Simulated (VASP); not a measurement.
Fe2O3: single point with PBE

The system is Fe2O3.

```xyz
10
Lattice="2.5190 1.4543 4.5907 -2.5190 1.4543 4.5907 0.0000 -2.9087 4.5907" Properties=species:S:1:pos:R:3 pbc="T T T"
Fe    0.0000    0.0000    4.8932
Fe    0.0000    0.0000    1.9928
Fe    0.0000    0.0000    8.8788
Fe    0.0000    0.0000   11.7792
O    -0.9779    1.4543    8.0337
O    -0.7706   -1.5740    8.0337
O     1.7484    0.1197    8.0337
O     0.9779   -1.4543    5.7383
O     0.7706    1.5740    5.7383
O    -1.7484   -0.1197    5.7383
```

```
Program             : VASP 6.6.1
Task                : single point
Functional          : PBE
Potentials or basis : VASP PAW PBE potentials, release 64 (Fe, O)
Cutoff              : 520 eV
k mesh              : 5 × 5 × 5
Occupations         : fermi-dirac, width 0.05 eV
Spin                : collinear spin, ferromagnetic start
Starting moments    : [4.0, 4.0, 4.0, 4.0, 0.0, 0.0, 0.0, 0.0, 0.0, 0.0] μB
```

- Pressure: -4.6 GPa
- Largest force: 0.906 eV/Å
- Net moment: 13.66 μB per cell
- Site moments: Fe +3.10; O +0.14 μB
- Valence electrons inside the program's atomic spheres: Fe 6.88; O 4.97

Forces on the atoms (eV/Å):
```
Fe   0.000  0.000 -0.906
Fe   0.000  0.000  0.906
Fe   0.000  0.000  0.906
Fe   0.000  0.000 -0.906
O    0.134  0.000  0.000
O   -0.067  0.116  0.000
O   -0.067 -0.116  0.000
O   -0.134  0.000  0.000
O    0.067 -0.116  0.000
O    0.067  0.116  0.000
```

Stress tensor (GPa, compression positive):
```
-4.46  0.00  0.00
 0.00 -4.46  0.00
 0.00  0.00 -4.73
```

Levels at points of the mesh, in eV from the Fermi level:
Spin up:
| k point | band 38 | band 39 | band 40 | band 41 | band 42 | band 43 | band 44 | band 45 |
| --- | --- | --- | --- | --- | --- | --- | --- | --- |
| (0.00, 0.00, 0.00) | -1.06 | -0.65 | -0.65 | 0.24 | 0.24 | 0.78 | 0.78 | 3.88 |
Spin down:
| k point | band 24 | band 25 | band 26 | band 27 | band 28 | band 29 | band 30 | band 31 |
| --- | --- | --- | --- | --- | --- | --- | --- | --- |
| (0.00, 0.00, 0.00) | -2.45 | -0.26 | -0.26 | -0.18 | 0.03 | 0.03 | 0.06 | 0.06 |

Run time: 9.4 min on 1 thread of Intel Xeon 8259CL, with other jobs on the host, peak memory 0.36 GiB.

Caveat: the cell stands under tension; semilocal functionals often make such compounds metallic where correlation or magnetic order opens a gap, which also shifts bond lengths; only a ferromagnetic start was run, and an antiferromagnetic order may lie lower in energy. With open d or f shells a metallic result of PBE can be an artefact of self-interaction; +U or a hybrid may open a gap.
